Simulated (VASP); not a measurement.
# Ta (Im-3m) in VASP: further runs, part 2 of 2

VASP 6.6.1.

## 3. Equation of state, optB86b-vdW

File POSCAR.step1:

```
Ta
1.0
   -1.6001763655      1.6001763655      1.6001763655
    1.6001763655     -1.6001763655      1.6001763655
    1.6001763655      1.6001763655     -1.6001763655
Ta
1
Direct
    0.0000000000      0.0000000000      0.0000000000
```

File POSCAR.step2:

```
Ta
1.0
   -1.6175709496      1.6175709496      1.6175709496
    1.6175709496     -1.6175709496      1.6175709496
    1.6175709496      1.6175709496     -1.6175709496
Ta
1
Direct
    0.0000000000      0.0000000000      0.0000000000
```

File POSCAR.step3:

```
Ta
1.0
   -1.6345992636      1.6345992636      1.6345992636
    1.6345992636     -1.6345992636      1.6345992636
    1.6345992636      1.6345992636     -1.6345992636
Ta
1
Direct
    0.0000000000      0.0000000000      0.0000000000
```

File POSCAR.step4:

```
Ta
1.0
   -1.6512800000      1.6512800000      1.6512800000
    1.6512800000     -1.6512800000      1.6512800000
    1.6512800000      1.6512800000     -1.6512800000
Ta
1
Direct
    0.0000000000      0.0000000000      0.0000000000
```

File POSCAR.step5:

```
Ta
1.0
   -1.6676303703      1.6676303703      1.6676303703
    1.6676303703     -1.6676303703      1.6676303703
    1.6676303703      1.6676303703     -1.6676303703
Ta
1
Direct
    0.0000000000      0.0000000000      0.0000000000
```

File POSCAR.step6:

```
Ta
1.0
   -1.6836662614      1.6836662614      1.6836662614
    1.6836662614     -1.6836662614      1.6836662614
    1.6836662614      1.6836662614     -1.6836662614
Ta
1
Direct
    0.0000000000      0.0000000000      0.0000000000
```

File POSCAR.step7:

```
Ta
1.0
   -1.6994023722      1.6994023722      1.6994023722
    1.6994023722     -1.6994023722      1.6994023722
    1.6994023722      1.6994023722     -1.6994023722
Ta
1
Direct
    0.0000000000      0.0000000000      0.0000000000
```

File INCAR:

```
GGA = MK ; LUSE_VDW = T
AGGAC = 0.0 ; PARAM1 = 0.1234
PARAM2 = 1.0 ; ISMEAR = 1
SIGMA = 0.05 ; LWAVE = F
LCHARG = F ; ISIF = 2
NSW = 0 ; PREC = Accurate
LASPH = T ; LREAL = F
ALGO = Normal ; EDIFF = 1E-7
NELM = 120 ; GGA_COMPAT = F
ENCUT = 590
```

File KPOINTS:

```
Automatic mesh
0
Gamma
  22 22 22
  0 0 0
```

Potentials or basis: VASP PAW PBE potentials, release 64 (Ta_pv).

On the command line:

```
cat potpaw_PBE.64/Ta_pv/POTCAR > POTCAR
cp POSCAR.step1 POSCAR
mpirun -np 1 vasp_std > vasp.out
cp POSCAR.step2 POSCAR
mpirun -np 1 vasp_std > vasp.out
cp POSCAR.step3 POSCAR
mpirun -np 1 vasp_std > vasp.out
cp POSCAR.step4 POSCAR
mpirun -np 1 vasp_std > vasp.out
cp POSCAR.step5 POSCAR
mpirun -np 1 vasp_std > vasp.out
cp POSCAR.step6 POSCAR
mpirun -np 1 vasp_std > vasp.out
cp POSCAR.step7 POSCAR
mpirun -np 1 vasp_std > vasp.out
```

OUTCAR:

```text
GGA = MK
   ISMEAR = 1
   ISIF = 2
   NSW = 0
   PREC = Accurate
   LASPH = T
   LREAL = F
   EDIFF = 1E-7
   NELM = 120
   ENCUT = 590

 ion  position               nearest neighbor table
   1  0.000  0.000  0.000-

  LATTYP: Found a body centered cubic cell.
 ALAT       =     3.3988047444

  Lattice vectors:

 A1 = (  -1.6994023722,   1.6994023722,   1.6994023722)
 A2 = (   1.6994023722,  -1.6994023722,   1.6994023722)
 A3 = (   1.6994023722,   1.6994023722,  -1.6994023722)

Analysis of symmetry for initial positions (statically):
=====================================================================
 Subroutine PRICEL returns:
 Original cell was already a primitive cell.

 Routine SETGRP: Setting up the symmetry group for a
 body centered cubic supercell.

 Subroutine GETGRP returns: Found 48 space group operations
 (whereof 48 operations were pure point group operations)
 out of a pool of 48 trial point group operations.

The static configuration has the point symmetry O_h .

Analysis of symmetry for dynamics (positions and initial velocities):
=====================================================================
 Subroutine PRICEL returns:
 Original cell was already a primitive cell.

 Routine SETGRP: Setting up the symmetry group for a
 body centered cubic supercell.

 Subroutine GETGRP returns: Found 48 space group operations
 (whereof 48 operations were pure point group operations)
 out of a pool of 48 trial point group operations.

The dynamic configuration has the point symmetry O_h .

 Subroutine INISYM returns: Found 48 space group operations
 (whereof 48 operations are pure point group operations),
 and found     1 'primitive' translations

----------------------------------------------------------------------------------------

                                     Primitive cell

  volume of cell :      19.6313

  direct lattice vectors                    reciprocal lattice vectors
    -1.699402372  1.699402372  1.699402372     0.000000000  0.294221079  0.294221079
     1.699402372 -1.699402372  1.699402372     0.294221079  0.000000000  0.294221079
     1.699402372  1.699402372 -1.699402372     0.294221079  0.294221079  0.000000000

  length of vectors
     2.943451251  2.943451251  2.943451251     0.416091441  0.416091441  0.416091441

  position of ions in fractional coordinates (direct lattice)
     0.000000000  0.000000000  0.000000000

  ion indices of the primitive-cell ions
   primitive index   ion index
                 1           1

----------------------------------------------------------------------------------------

 KPOINTS: Automatic mesh

Automatic generation of k-mesh.
 Grid dimensions read from file:
 generate k-points for:   22   22   22

 Generating k-lattice:

  Cartesian coordinates                     Fractional coordinates (reciprocal lattice)
     0.000000000  0.013373685  0.013373685     0.045454545  0.000000000  0.000000000
     0.013373685  0.000000000  0.013373685     0.000000000  0.045454545  0.000000000
     0.013373685  0.013373685  0.000000000     0.000000000  0.000000000  0.045454545

  Length of vectors
     0.018913247  0.018913247  0.018913247

  Shift w.r.t. Gamma in fractional coordinates (k-lattice)
     0.000000000  0.000000000  0.000000000

 Subroutine IBZKPT returns following result:
 ===========================================

 Found    328 irreducible k-points:

 Following reciprocal coordinates:
            Coordinates               Weight
  0.000000  0.000000  0.000000      1.000000
  0.045455  0.000000  0.000000     12.000000
  0.090909  0.000000  0.000000     12.000000
  0.136364  0.000000  0.000000     12.000000
  0.181818  0.000000  0.000000     12.000000
  0.227273  0.000000  0.000000     12.000000
[... 16 lines left out ...]
  0.090909  0.090909  0.000000     24.000000
  0.136364  0.090909  0.000000     48.000000
 [... further k-points ...]
   k-points           NKPTS =    328   k-points in BZ     NKDIM =    328   number of bands    NBANDS=      9
   number of dos      NEDOS =    301   number of ions     NIONS =      1
   total plane-waves  NPLWV =  13824
   dimension x,y,z NGX =    24 NGY =   24 NGZ =   24
   dimension x,y,z NGXF=    48 NGYF=   48 NGZF=   48
   ions per type =               1
   NGX,Y,Z   is equivalent  to a cutoff of  13.56, 13.56, 13.56 a.u.
   NGXF,Y,Z  is equivalent  to a cutoff of  27.11, 27.11, 27.11 a.u.
 SYSTEM =  unknown system
   PREC   = accura    normal or accurate (medium, high low for compatibility)
   ISTART =      0    job   : 0-new  1-cont  2-samecut
   ICHARG =      2    charge: 1-file 2-atom 10-const
   ISPIN  =      1    spin polarized calculation?
   LNONCOLLINEAR =      F non collinear calculations
   LSORBIT =      F    spin-orbit coupling
   LASPH  =      T    aspherical Exc in radial PAW
   ENCUT  =  590.0 eV  43.36 Ry    6.59 a.u.   5.83  5.83  5.83*2*pi/ulx,y,z
   NELM   =    120;   NELMIN=  2; NELMDL=  0     # of ELM steps
   EDIFF  = 0.1E-06   stopping-criterion for ELM
   LREAL  =      F    real-space projection
   EDIFFG = 0.1E-05   stopping-criterion for IOM
   NSW    =      0    number of steps for IOM
   IBRION =     -1    ionic relax: 0-MD 1-quasi-New 2-CG
   NFREE  =      0    steps in history (QN), initial steepest desc. (CG)
   ISIF   =      2    stress and relaxation
   ISYM   =      2    0-nonsym 1-usesym 2-fastsym
   POTIM  = 0.5000    time-step for ionic-motion
   TEBEG  =    0.0;   TEEND  =   0.0 temperature during run

   SCALEE = 1.0000    scale energy and forces
   PSTRESS=    0.0 pullay stress
   NELECT =      11.0000    total number of electrons
   NUPDOWN=      -1.0000    fix difference up-down
   EMIN   =  10.00;   EMAX   =-10.00  energy-range for DOS
   EFERMI =   0.00;   METHOD = LEGACY
   ISMEAR =     1;   SIGMA  =   0.05  broadening in eV -4-tet -1-fermi 0-gaus
   EFERMI_NEDOS =   21; number of points for ismear=-14 and -15
   IALGO  =     38    algorithm
   IMIX   =      4    mixing-type and parameters
     AMIX     =   0.40;   BMIX     =  1.00
     AMIX_MAG =   1.60;   BMIX_MAG =  1.00
  volume/ion in A,a.u.               =      19.63       132.48
  Fermi-wavevector in a.u.,A,eV,Ry     =   1.349655  2.550479 24.783954  1.821569
  Thomas-Fermi vector in A             =   2.477224
   LORBIT       =      0    0 simple, 1 ext, 2 COOP (PROOUT), +10 PAW based schemes
   GGA     = MK    functional components
   LHFCALC =     F    Hartree Fock is set to
   AEXX    =    0.0000 exact exchange contribution
   IVDW_NL    =     1    kernel type
   BPARAM     = 6.3000
   IVDW    =     0    specifies the selected vdW correction
   LEPSILON=     F    determine dielectric tensor
   LRPA    =     F    only Hartree local field effects (RPA)

   CSHIFT  =0.1000    complex shift for real part using Kramers Kronig

   OMEGAMAX=  -1.0    maximum frequency
 non-spin polarized calculation
 Methfessel and Paxton  Order N= 1 SIGMA  =   0.05
  energy-cutoff  :      590.00
  volume of cell :       19.63
 maximum number of plane-waves:       682
   NGX = 11   NGY = 11   NGZ = 11

 number of electron      11.0000000 magnetization

 Free energy of the ion-electron system (eV)
  ---------------------------------------------------
  ext. energy  EPLUGINS =         0.00000000
  ---------------------------------------------------
  free energy    TOTEN  =        -9.27073923 eV

  energy without entropy =       -9.27056270  energy(sigma->0) =       -9.27068039

 E-fermi :   4.7105     XC(G=0): -12.2253

 val. band max:        4.7104085009   @ k =   0.1818   0.0000   0.0000
 cond. band min:       4.7119055846   @ k =   0.3636   0.1364   0.1364
 fundamental gap:      0.0014970836
 Fermi energy:         4.7105305439

 k-point     1 :       0.0000    0.0000    0.0000
  band No.  band energies     occupation
      1     -28.6971      2.00000
      2     -28.6971      2.00000
      3     -28.6971      2.00000
      4      -2.8425      2.00000
      5       5.4134     -0.00000
      6       5.4134     -0.00000
      7       5.4134     -0.00000
      8       8.3899      0.00000
      9       8.3899      0.00000

 k-point     2 :       0.0455    0.0000    0.0000
  band No.  band energies     occupation
      1     -28.7162      2.00000
      2     -28.7032      2.00000
      3     -28.6972      2.00000
      4      -2.7588      2.00000
      5       5.3602     -0.00000
      6       5.3995     -0.00000
      7       5.4942     -0.00000
      8       8.3034      0.00000
      9       8.3905      0.00000
[... 253 lines left out ...]
 k-point    24 :       0.1364    0.0909    0.0000
  band No.  band energies     occupation
      1     -29.0068      2.00000
      2     -28.7794      2.00000
      3     -28.7207      2.00000
      4      -1.3859      2.00000
      5       4.6889      1.66212
      6       4.8105     -0.01598
      7       6.9746      0.00000
      8       7.5742      0.00000
      9       8.6115      0.00000

 [... further k-points ...]
[... 5 lines left out ...]
  --------------------------------------------------------------------------------------
  -------------------------------------------------------------------------------------
  Total       -1.8644703     -1.8644703     -1.8644703     -0.0000000      0.0000000     -0.0000000
  in kB     -152.1659185   -152.1659185   -152.1659185     -0.0000000      0.0000000     -0.0000000
  external PRESSURE =    -152.1659185 kB  Pullay stress =       0.0000000 kB

 VOLUME and BASIS-vectors are now :
 -----------------------------------------------------------------------------
  energy-cutoff  :      590.00
  volume of cell :       19.63
      direct lattice vectors                 reciprocal lattice vectors
    -1.699402372  1.699402372  1.699402372     0.000000000  0.294221079  0.294221079
     1.699402372 -1.699402372  1.699402372     0.294221079  0.000000000  0.294221079
     1.699402372  1.699402372 -1.699402372     0.294221079  0.294221079  0.000000000

 POSITION                                       TOTAL-FORCE (eV/Angst)
 -----------------------------------------------------------------------------------
      0.00000      0.00000      0.00000         0.000000     -0.000000     -0.000000
 -----------------------------------------------------------------------------------
    total drift:                                0.000000      0.000000     -0.000000

  FREE ENERGIE OF THE ION-ELECTRON SYSTEM (eV)
  ---------------------------------------------------
  free  energy   TOTEN  =        -9.2707392329 eV

  energy  without entropy=       -9.2705627042  energy(sigma->0) =       -9.27068039

Total vdW correction in eV:      1.3849916
```

It took 4.9 min on 1 thread of Intel Xeon Platinum 8259CL at 2.50GHz (Skylake/Cascade Lake), shared host; peak memory 0.33 GiB.

Results:

| Item | Value |
| --- | --- |
| Equilibrium volume | 17.96 Å³/atom |
| Bulk modulus | 202 GPa |
| Pressure derivative of the bulk modulus | 3.7 |

Energy against volume, from the lowest point:
| volume (Å³/atom) | energy (meV/atom) |
| --- | --- |
| 16.389 | 99.70 |
| 16.930 | 40.79 |
| 17.470 | 8.65 |
| 18.010 | 0.00 |
| 18.551 | 11.44 |
| 19.091 | 40.45 |
| 19.631 | 84.78 |

Caveat: the PAW data sets were made with another functional, which shifts forces and pressure a little; spin-orbit coupling is left out, which moves the levels of the heavy elements.
